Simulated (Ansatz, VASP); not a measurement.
## BaScO2F in VASP and in Ansatz

```xyz
5
Lattice="4.2069 0.0000 0.0000 0.0000 4.2069 0.0000 0.0000 0.0000 4.2956" Properties=species:S:1:pos:R:3 pbc="T T T"
Ba    2.1035    2.1035    2.1478
Sc    0.0000    0.0000    0.0000
O     2.1035    0.0000    0.0000
O     0.0000    2.1035    0.0000
F     0.0000    0.0000    2.1478
```

Change from the starting cell: strain +0.0200 x Voigt [0, 0, 1, 0, 0, 0], atoms carried along.

Alike in both runs: task single point; functional LDA; k mesh 6 × 6 × 6; occupations gaussian, width 0.05 eV; no spin polarisation.

```csv
,VASP,Ansatz
version,VASP 6.6.1,Ansatz 0.2.0
potentials or method,"VASP PAW LDA potentials, release 64 (Ba_sv, Sc_sv, O_h, F_h), cutoff 910 eV","scalar-relativistic, plane waves, PAW"
valence electrons in the cell,40,40
```

```tsv
	VASP	Ansatz	Ansatz less VASP
gap on the k mesh at the Fermi level (eV)	2.79	2.85	+0.061
least direct gap on the mesh (eV)	3.20	3.25	+0.056
```

LDA's correlation is that of Perdew and Zunger in VASP and of Perdew and Wang (1992) in Ansatz.

Spin-orbit coupling is off throughout. Noted on VASP's run: the cutoff is under 1.25 times that of the potentials, so the pressure is a little rough.
